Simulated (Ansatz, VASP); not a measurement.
Two plane-wave programs on Mn

```
Mn
1.0
     2.49909    0.00000    0.00000
    -1.24955    2.16428    0.00000
     0.00000    0.00000    4.05745
Mn
2
Cartesian
  0.0000 1.4429 1.0144
  1.2495 0.7214 3.0431
```

Alike in both runs: functional revPBE; k mesh 14 × 14 × 8; occupations fermi-dirac, width 0.05 eV; collinear spin.

Ansatz relaxed the structure, and its values are those at the end. VASP's run is a single point on that final structure, the one shown.

|  | VASP | Ansatz |
| --- | --- | --- |
| version | VASP 6.6.1 | Ansatz 0.2.0 |
| potentials or method | VASP PAW PBE potentials, release 64 (Mn_pv), cutoff 520 eV | plane waves (420 eV) with PAW, scalar-relativistic |
| valence electrons in the cell | 26 | 30 |

|  | VASP | Ansatz | Ansatz less VASP |
| --- | --- | --- | --- |
| pressure (GPa) | 0.3 | 0.0 | -0.24 |
| net moment per atom (μB) | 0.00 | 0.00 | 0.000 |
| size of the moment on the site where the two differ most (μB) | 0.76 | 0.70 | -0.055 |

VASP's potentials were made for PBE, not for revPBE. Site moments also hang on the region over which each program counts them. VASP's potentials hold 26 valence electrons a cell and Ansatz's 30, so a difference there can come from the potentials and not from the codes.
